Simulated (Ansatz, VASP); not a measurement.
# One calculation of Ge, two programs

File INCAR:

```
SYSTEM = Ge
PREC     = Accurate       ! precision mode
ENCUT    = 520            ! plane-wave cutoff, eV
EDIFF    = 1E-6           ! SCF threshold, eV
ISMEAR   = 0              ! smearing method
SIGMA    = 0.1            ! smearing width, eV
LREAL    = .False.        ! projectors in reciprocal space
LASPH    = .True.         ! aspherical terms in the spheres
NELM     = 80             ! most SCF steps
ALGO     = Normal         ! electronic algorithm
ISIF     = 2              ! what is computed and relaxed
LWAVE    = .False.        ! write WAVECAR
LCHARG   = .True.         ! write CHGCAR
GGA      = PE             ! functional
LELF     = .True.         ! ELF
LVHAR    = .True.       
NBANDS   = 13             ! bands
```

Contents of KPOINTS:

```
Automatic mesh
0
Gamma
  6 6 6
  0 0 0
```

POSCAR

```
Ge
1.0
    3.0614416627      0.0000000000      0.0000000000
   -1.5307208313      2.6512862521      0.0000000000
    0.0000000000      0.0000000000      2.8605345535
Ge
1
Direct
    0.0000000000      0.0000000000      0.0000000000
```

Input for Ansatz:

```yaml
crystal:
  lattice:
    - [3.0614416627, 0.0, 0.0]
    - [-1.5307208313, 2.6512862521, 0.0]
    - [0.0, 0.0, 2.8605345535]
  atoms:
    - { symbol: Ge, position: [0.0, 0.0, 0.0] }
basis:
  ecutwfc: 420
kpoints:
  mp_grid: { grid: [6, 6, 6] }
hamiltonian:
  xc: pbe
scf:
  occupations: { method: gaussian, width: 0.1 }
  lower_state_search: "off"
output:
  forces: true
  stress: true
  eigenvalues: true
```

Alike in both runs: task single point; functional PBE; k mesh 6 × 6 × 6; occupations gaussian, width 0.1 eV; no spin polarisation.

|  | VASP | Ansatz |
| --- | --- | --- |
| version | VASP 6.6.1 | Ansatz 0.2.0 |
| potentials or method | VASP PAW PBE potentials, release 64 (Ge_d), cutoff 520 eV | scalar-relativistic, plane waves, PAW |
| valence electrons in the cell | 14 | 14 |

VASP gave:

| Item | Value |
| --- | --- |
| gap on the k mesh at the Fermi level (eV) | none |
| pressure (GPa) | -8.2 |
| traceless stress, the component that is largest in VASP (GPa) | 6.21 |

Task: Estimate Ansatz's values.

Result: gap on the k mesh at the Fermi level (eV): none; pressure (GPa): -8.1; traceless stress, the component that is largest in VASP (GPa): 6.20.

A gap of «none» marks a metal or a gap that the smearing closes. With one functional, cell and mesh, what is left measures potentials, basis and numerics.

The k mesh is coarse, so the values compare programs but aren't converged.
